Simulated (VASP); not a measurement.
Set up this calculation in VASP 6.6.1, as the native input.

- Task: single point
- Functional: r2SCAN
- Potentials or basis: VASP PAW PBE potentials, release 64 (Al, Ga_d, N)
- Cutoff: 520 eV
- k mesh: 8 × 8 × 4
- Occupations: gaussian, width 0.02 eV
- Spin: no spin polarisation
- Dipole correction: no
- Further INCAR settings: ALGO = Normal; EDIFF = 1e-07; NBANDS = 46

The system is Al2GaN3.

```xyz
12
Lattice="5.8521 -1.5969 0.0001 5.8521 1.5969 0.0001 -1.9332 0.0000 7.0810" Properties=species:S:1:pos:R:3 pbc="T T T"
Al   10.2985    0.0000    2.7567
Al    8.9021    0.0000    5.5004
Al    1.7510    0.0000    3.1473
Al    6.2656    0.0000    0.8014
Ga    3.1327    0.0000    0.4081
Ga    5.7404    0.0000    5.1106
N     1.3691    0.0000    1.3103
N     3.9877    0.0000    6.0375
N     8.5822    0.0000    3.6473
N     7.2060    0.0000    6.3836
N     0.0236    0.0000    3.9957
N     4.5768    0.0000    1.7227
```

This cell differs from its parent crystal: biaxial strain in the a-b plane: +2.0 %.

These files were run (other wordings do the same):

POSCAR

```
Al2GaN3
1.0
    5.8521471234     -1.5969331258      0.0000822550
    5.8521471234      1.5969331258      0.0000822550
   -1.9332347554      0.0000000000      7.0810108559
Al Ga N
4 2 6
Direct
    0.9441952135      0.9441952135      0.3892898896
    0.8888879353      0.8888879353      0.7767651279
    0.2230177659      0.2230177659      0.4444718661
    0.5540134091      0.5540134091      0.1131665860
    0.2771705069      0.2771705069      0.0576211940
    0.6096607455      0.6096607455      0.7217208378
    0.1475416019      0.1475416019      0.1850385135
    0.4815388576      0.4815388576      0.8526256930
    0.8183278141      0.8183278141      0.5150645276
    0.7645750432      0.7645750432      0.9014880047
    0.0952197704      0.0952197704      0.5642807386
    0.4312163366      0.4312163366      0.2432680112
```

INCAR.step1

```
ALGO = Normal ; EDIFF = 1E-4
ENCUT = 520 ; GGA = PE
ISMEAR = 0 ; LASPH = T
LCHARG = F ; LREAL = F
LWAVE = T ; NBANDS = 46
NELM = 80 ; PREC = Accurate
SIGMA = 0.02
```

INCAR.step2

```
ALGO = Normal ; EDIFF = 1E-7
ENCUT = 520 ; ISIF = 2
ISMEAR = 0 ; ISTART = 1
LASPH = T ; LCHARG = F
LMIXTAU = T ; LREAL = F
LWAVE = F ; METAGGA = R2SCAN
NBANDS = 46 ; NELM = 80
PREC = Accurate ; SIGMA = 0.02
```

KPOINTS

```
k-points
0
Gamma
  8 8 4
```

Potentials or basis: VASP PAW PBE potentials, release 64 (Al, Ga_d, N).

The run is started by

```bash
$ cat potpaw_PBE.64/Al/POTCAR potpaw_PBE.64/Ga_d/POTCAR potpaw_PBE.64/N/POTCAR > POTCAR
$ cp INCAR.step1 INCAR
$ mpirun -np 1 vasp_std > vasp.out
$ cp INCAR.step2 INCAR
$ mpirun -np 1 vasp_std > vasp.out
```

Results of the run:

```
Pressure               : -5.2 GPa
Largest force          : 0.373 eV/Å
Band gap on the k mesh : 3.59 eV, direct
```

Caveat: the cell differs from its parent crystal (biaxial strain in the a-b plane: +2.0 %); the PAW data sets were made with another functional, which shifts forces and pressure a little.

Wall time 25 min on 1 thread of Intel(R) Xeon(R) 6975P-C (Granite Rapids), on a shared host, peak memory 0.61 GiB.
